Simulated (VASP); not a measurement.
# CrB2 (P6/mmm) in VASP: relaxation of cell and atoms with LDA

Aim: the relaxation of cell and atoms of CrB2 with LDA.

All numbers are computed with VASP 6.6.1; they aren't measurements. Logs are shortened: lines on timing, memory, paths and dates and some standing lists are left out, and cuts for length are marked.

## 1. The cell of the first run

Symmetry: P6/mmm, No. 191, hexagonal system. Conventional cell: a = 2.970 Å, b = 2.970 Å, c = 3.070 Å, α = 90.00°, β = 90.00°, γ = 120.00°. Cr (site symmetry 6/mmm) has 12 B at 2.30 Å and 8 Cr at 2.97 to 3.07 Å within 3.1 Å. B (site symmetry -6m2) has 3 B at 1.71 Å and 6 Cr at 2.30 Å within 2.4 Å.

## 2. Relaxation of cell and atoms, LDA, collinear spin, antiferromagnetic start

File INCAR:

```
ALGO = Normal ; EDIFF = 1E-7
EDIFFG = -0.05 ; ENCUT = 500
GGA = CA ; GGA_COMPAT = F
IBRION = 2 ; ISIF = 3
ISMEAR = 0 ; ISPIN = 2
LASPH = T ; LCHARG = F
LMAXMIX = 4 ; LORBIT = 11
LREAL = F ; LWAVE = F
MAGMOM = 0.64 -0.64 0 0 0 0 ; NELM = 200
NELMIN = 4 ; NSW = 100
PREC = Accurate ; SIGMA = 0.1
```

File KPOINTS:

```
k-points
0
Gamma
  9 9 4
```

File POSCAR:

```
CrB2
1.0
    2.9700000000      0.0000000000      0.0000000000
   -1.4850000000      2.5720954490      0.0000000000
    0.0000000000      0.0000000000      6.1400000000
Cr B
2 4
Direct
    0.0000000000      0.0000000000      0.0000000000
    0.0000000000      0.0000000000      0.5000000000
    0.3333333330      0.6666666670      0.2500000000
    0.6666666670      0.3333333330      0.2500000000
    0.3333333330      0.6666666670      0.7500000000
    0.6666666670      0.3333333330      0.7500000000
```

Potentials or basis: VASP PAW LDA potentials, release 64 (Cr_pv, B).

Started as:

```sh
cat potpaw_LDA.64/Cr_pv/POTCAR potpaw_LDA.64/B/POTCAR > POTCAR
mpirun -np 1 vasp_std > vasp.out
```

OUTCAR:

```text
EDIFF = 1E-7
   EDIFFG = -0.05
   ENCUT = 500
   GGA = CA
   IBRION = 2
   ISIF = 3
   ISMEAR = 0
   ISPIN = 2
   LASPH = T
   LORBIT = 11
   LREAL = F
   NELM = 200
   NELMIN = 4
   NSW = 100
   PREC = Accurate

 ion  position               nearest neighbor table
   1  0.000  0.000  0.000-   3 2.30   4 2.30   5 2.30   6 2.30   3 2.30   5 2.30   4 2.30   6 2.30
                             4 2.30   6 2.30   3 2.30   5 2.30   2 3.07   2 3.07
   2  0.000  0.000  0.500-   3 2.30   4 2.30   5 2.30   6 2.30   3 2.30   5 2.30   4 2.30   6 2.30
                             4 2.30   6 2.30   3 2.30   5 2.30   1 3.07   1 3.07
   3  0.333  0.667  0.250-   4 1.71   4 1.71   4 1.71   1 2.30   2 2.30   2 2.30   1 2.30   2 2.30
                             1 2.30
   4  0.667  0.333  0.250-   3 1.71   3 1.71   3 1.71   1 2.30   2 2.30   1 2.30   2 2.30   1 2.30
                             2 2.30
   5  0.333  0.667  0.750-   6 1.71   6 1.71   6 1.71   1 2.30   2 2.30   2 2.30   1 2.30   2 2.30
                             1 2.30
   6  0.667  0.333  0.750-   5 1.71   5 1.71   5 1.71   1 2.30   2 2.30   1 2.30   2 2.30   1 2.30
                             2 2.30
[... 7 lines left out ...]
 A1 = (   2.9700000000,   0.0000000000,   0.0000000000)
 A2 = (  -1.4850000000,   2.5720954490,   0.0000000000)
 A3 = (   0.0000000000,   0.0000000000,   6.1400000000)

Analysis of symmetry for initial positions (statically):
=====================================================================
 Subroutine PRICEL returns following result:

  LATTYP: Found a hexagonal cell.
 ALAT       =     2.9700000000
 C/A-ratio  =     1.0336700337
[... 12 lines left out ...]
 Subroutine GETGRP returns: Found 24 space group operations
 (whereof 24 operations were pure point group operations)
 out of a pool of 24 trial point group operations.

The static configuration has the point symmetry D_6h.

Analysis of symmetry for dynamics (positions and initial velocities):
=====================================================================
 Subroutine PRICEL returns following result:

  LATTYP: Found a hexagonal cell.
 ALAT       =     2.9700000000
 C/A-ratio  =     1.0336700337
[... 12 lines left out ...]
 Subroutine GETGRP returns: Found 24 space group operations
 (whereof 24 operations were pure point group operations)
 out of a pool of 24 trial point group operations.

The dynamic configuration has the point symmetry D_6h.

Analysis of structural, dynamic, and magnetic symmetry:
=====================================================================
 Subroutine PRICEL returns following result:

  LATTYP: Found a hexagonal cell.
 ALAT       =     2.9700000000
 C/A-ratio  =     1.0336700337
[... 12 lines left out ...]
 Subroutine GETGRP returns: Found 24 space group operations
 (whereof 24 operations were pure point group operations)
 out of a pool of 24 trial point group operations.

The overall configuration has the point symmetry D_6h.

 Subroutine INISYM returns: Found 24 space group operations
 (whereof 24 operations are pure point group operations),
 and found     2 'primitive' translations

----------------------------------------------------------------------------------------

                                     Primitive cell

  volume of cell :      23.4521

  direct lattice vectors                    reciprocal lattice vectors
     2.970000000  0.000000000  0.000000000     0.336700337  0.194394030  0.000000000
    -1.485000000  2.572095449  0.000000000     0.000000000  0.388788060  0.000000000
     0.000000000  0.000000000  3.070000000     0.000000000  0.000000000  0.325732899

  length of vectors
     2.970000000  2.970000000  3.070000000     0.388788060  0.388788060  0.325732899

  position of ions in fractional coordinates (direct lattice)
     0.000000000  0.000000000  0.000000000
     0.333333333  0.666666667  0.500000000
     0.666666667  0.333333333  0.500000000

  ion indices of the primitive-cell ions
   primitive index   ion index
                 1           1
                 2           3
                 3           4

----------------------------------------------------------------------------------------

 KPOINTS: k-points

Automatic generation of k-mesh.
 Grid dimensions read from file:
 generate k-points for:    9    9    4

 Generating k-lattice:

  Cartesian coordinates                     Fractional coordinates (reciprocal lattice)
     0.037411149  0.021599337  0.000000000     0.111111111 -0.000000000  0.000000000
     0.000000000  0.043198673  0.000000000     0.000000000  0.111111111  0.000000000
     0.000000000  0.000000000  0.040716612     0.000000000  0.000000000  0.250000000

  Length of vectors
     0.043198673  0.043198673  0.040716612

  Shift w.r.t. Gamma in fractional coordinates (k-lattice)
     0.000000000  0.000000000  0.000000000

 Subroutine IBZKPT returns following result:
 ===========================================

 Found     36 irreducible k-points:

 Following reciprocal coordinates:
            Coordinates               Weight
  0.000000  0.000000  0.000000      1.000000
  0.111111  0.000000  0.000000      6.000000
  0.222222  0.000000  0.000000      6.000000
  0.333333  0.000000  0.000000      6.000000
  0.444444  0.000000  0.000000      6.000000
  0.111111  0.111111  0.000000      6.000000
[... 16 lines left out ...]
  0.333333  0.222222  0.250000     24.000000
  0.333333  0.333333  0.250000      4.000000
 [... further k-points ...]
   k-points           NKPTS =     36   k-points in BZ     NKDIM =     36   number of bands    NBANDS=     22
   number of dos      NEDOS =    301   number of ions     NIONS =      6
   total plane-waves  NPLWV =  27648
   dimension x,y,z NGX =    24 NGY =   24 NGZ =   48
   dimension x,y,z NGXF=    48 NGYF=   48 NGZF=   96
   ions per type =               2   4
   NGX,Y,Z   is equivalent  to a cutoff of  13.43, 13.43, 13.00 a.u.
   NGXF,Y,Z  is equivalent  to a cutoff of  26.87, 26.87, 25.99 a.u.
 SYSTEM =  unknown system
   PREC   = accura    normal or accurate (medium, high low for compatibility)
   ISTART =      0    job   : 0-new  1-cont  2-samecut
   ICHARG =      2    charge: 1-file 2-atom 10-const
   ISPIN  =      2    spin polarized calculation?
   LNONCOLLINEAR =      F non collinear calculations
   LSORBIT =      F    spin-orbit coupling
   LASPH  =      T    aspherical Exc in radial PAW
   ENCUT  =  500.0 eV  36.75 Ry    6.06 a.u.   5.41  5.41 11.19*2*pi/ulx,y,z
   NELM   =    200;   NELMIN=  4; NELMDL= -5     # of ELM steps
   EDIFF  = 0.1E-06   stopping-criterion for ELM
   LREAL  =      F    real-space projection
   EDIFFG = -.5E-01   stopping-criterion for IOM
   NSW    =    100    number of steps for IOM
   IBRION =      2    ionic relax: 0-MD 1-quasi-New 2-CG
   NFREE  =      1    steps in history (QN), initial steepest desc. (CG)
   ISIF   =      3    stress and relaxation
   ISYM   =      2    0-nonsym 1-usesym 2-fastsym
   POTIM  = 0.5000    time-step for ionic-motion
   TEBEG  =    0.0;   TEEND  =   0.0 temperature during run
   PSTRESS=    0.0 pullay stress
   NELECT =      36.0000    total number of electrons
   NUPDOWN=      -1.0000    fix difference up-down
   EMIN   =  10.00;   EMAX   =-10.00  energy-range for DOS
   EFERMI =   0.00;   METHOD = LEGACY
   ISMEAR =     0;   SIGMA  =   0.10  broadening in eV -4-tet -1-fermi 0-gaus
   EFERMI_NEDOS =   21; number of points for ismear=-14 and -15
   IALGO  =     38    algorithm
   IMIX   =      4    mixing-type and parameters
     AMIX     =   0.40;   BMIX     =  1.00
     AMIX_MAG =   1.60;   BMIX_MAG =  1.00
  volume/ion in A,a.u.               =       7.82        52.75
  Fermi-wavevector in a.u.,A,eV,Ry     =   1.498897  2.832504 30.568090  2.246691
  Thomas-Fermi vector in A             =   2.610596
   LORBIT       =     11    0 simple, 1 ext, 2 COOP (PROOUT), +10 PAW based schemes
   GGA     = CA    functional components
   LHFCALC =     F    Hartree Fock is set to
   AEXX    =    0.0000 exact exchange contribution
   IVDW    =     0    specifies the selected vdW correction
   LEPSILON=     F    determine dielectric tensor
   LRPA    =     F    only Hartree local field effects (RPA)
 conjugate gradient relaxation of ions
 spin polarized calculation
 Gauss-broadening in eV      SIGMA  =   0.10
  energy-cutoff  :      500.00
  volume of cell :       46.90
 maximum number of plane-waves:      1235
 NGX is ok and might be reduce to    24
   NGX = 11   NGY = 11   NGZ = 23

--------------------------------------- Ionic step        1  -------------------------------------------

 number of electron      35.9999984 magnetization       0.0000000

 number of electron      35.9999984 magnetization      -0.0000000

 Free energy of the ion-electron system (eV)
  ---------------------------------------------------
  ext. energy  EPLUGINS =         0.00000000
  ---------------------------------------------------
  free energy    TOTEN  =       -53.09247559 eV

  energy without entropy =      -53.06582041  energy(sigma->0) =      -53.07914800

------------------------ aborting loop because EDIFF is reached ----------------------------------------

  FORCE on cell =-STRESS in cart. coord.  units (eV):
  Direction    XX          YY          ZZ          XY          YZ          ZX
  --------------------------------------------------------------------------------------
  -------------------------------------------------------------------------------------
  Total       -5.3594750     -5.3594750     -7.7992261     -0.0000000     -0.0000000      0.0000000
  in kB     -183.0715801   -183.0715801   -266.4097954     -0.0000000     -0.0000000      0.0000000
  external PRESSURE =    -210.8509852 kB  Pullay stress =       0.0000000 kB
[... 155 lines left out ...]
 number of electron      35.9999990 magnetization      -0.0000000

 number of electron      35.9999990 magnetization       0.0000000

 Free energy of the ion-electron system (eV)
  ---------------------------------------------------
  ext. energy  EPLUGINS =         0.00000000
  ---------------------------------------------------
  free energy    TOTEN  =       -53.42545787 eV

  energy without entropy =      -53.39805589  energy(sigma->0) =      -53.41175688

 E-fermi :  11.7991     XC(G=0): -13.8583

 val. band max:       11.7833681604   @ k =   0.2222   0.2222   0.2500
 cond. band min:      11.8136746777   @ k =   0.3333   0.0000   0.5000
 fundamental gap:      0.0303065173
 Fermi energy:        11.7990853452

 spin component 1

 k-point     1 :       0.0000    0.0000    0.0000
  band No.  band energies     occupation
      1     -31.9159      1.00000
      2     -31.7111      1.00000
      3     -31.4973      1.00000
      4     -31.4973      1.00000
      5     -31.4774      1.00000
      6     -31.4774      1.00000
[... 589 lines left out ...]
     21      13.4165      0.00000
     22      13.4165      0.00000

 [... further k-points ...]

 spin component 2

 k-point     1 :       0.0000    0.0000    0.0000
  band No.  band energies     occupation
      1     -31.9159      1.00000
      2     -31.7111      1.00000
      3     -31.4973      1.00000
      4     -31.4973      1.00000
      5     -31.4774      1.00000
      6     -31.4774      1.00000
[... 624 lines left out ...]
  FREE ENERGIE OF THE ION-ELECTRON SYSTEM (eV)
  ---------------------------------------------------
  free  energy   TOTEN  =       -53.4254578681 eV

  energy  without entropy=      -53.3980558856  energy(sigma->0) =      -53.41175688

 reached required accuracy - stopping structural energy minimisation

 total charge

# of ion       s       p       d       tot
------------------------------------------
    1        0.298   6.414   4.523  11.235
    2        0.298   6.414   4.523  11.235
    3        0.692   1.407   0.000   2.099
    4        0.692   1.407   0.000   2.099
    5        0.692   1.407   0.000   2.099
    6        0.692   1.407   0.000   2.099
--------------------------------------------------
tot          3.363  18.455   9.046  30.865

 magnetization (x)

# of ion       s       p       d       tot
------------------------------------------
    1       -0.000  -0.000  -0.000  -0.000
    2        0.000   0.000   0.000   0.000
    3        0.000   0.000   0.000   0.000
    4        0.000   0.000   0.000   0.000
    5        0.000   0.000   0.000   0.000
    6        0.000   0.000   0.000   0.000
--------------------------------------------------
tot          0.000   0.000   0.000   0.000
```

Run time: 9.5 min. Hardware: 1 thread of Oxide Virtual Turin-like, shared host; peak memory 0.17 GiB.

What came out:

* Free energy: -53.4255 eV
* Relaxed volume: 7.16 Å³/atom
* Relaxed cell: a = 2.943 Å, b = 2.943 Å, c = 5.731 Å, α = 90.00°, β = 90.00°, γ = 120.00°
* Space group after relaxing (to 0.1 Å): P6/mmm (No. 191)
* Energy gained by relaxing: 55.5 meV/atom
* Ionic steps: 5
* Pressure after relaxing: 0.2 GPa
* Net moment: 0.00 μB per cell
* Valence electrons inside the program's atomic spheres: Cr 11.23; B 2.10

Step by step:
```csv
step,energy change (eV),largest force (eV/Å),pressure (GPa),volume (Å³)
1,0.0000,0.0000,-21.09,46.90
2,-0.0547,0.0000,27.06,40.26
3,-0.2739,0.0000,0.94,43.21
4,-0.3183,0.0000,0.45,43.09
5,-0.3330,0.0000,0.25,42.97
```

Final structure:
```cif
data_structure
_symmetry_space_group_name_H-M 'P 1'
_symmetry_Int_Tables_number 1
_cell_length_a 2.9426
_cell_length_b 2.9426
_cell_length_c 5.7305
_cell_angle_alpha 90.000
_cell_angle_beta 90.000
_cell_angle_gamma 120.000
_cell_volume 42.97
loop_
_atom_site_label
_atom_site_type_symbol
_atom_site_fract_x
_atom_site_fract_y
_atom_site_fract_z
_atom_site_occupancy
Cr1 Cr 0.00000 0.00000 0.00000 1
Cr2 Cr 0.00000 0.00000 0.50000 1
B1 B 0.33333 0.66667 0.25000 1
B2 B 0.66667 0.33333 0.25000 1
B3 B 0.33333 0.66667 0.75000 1
B4 B 0.66667 0.33333 0.75000 1
```

Caveat: the highest band is partly filled, so the run has too few bands; the moments typed at the start vanished in this run.
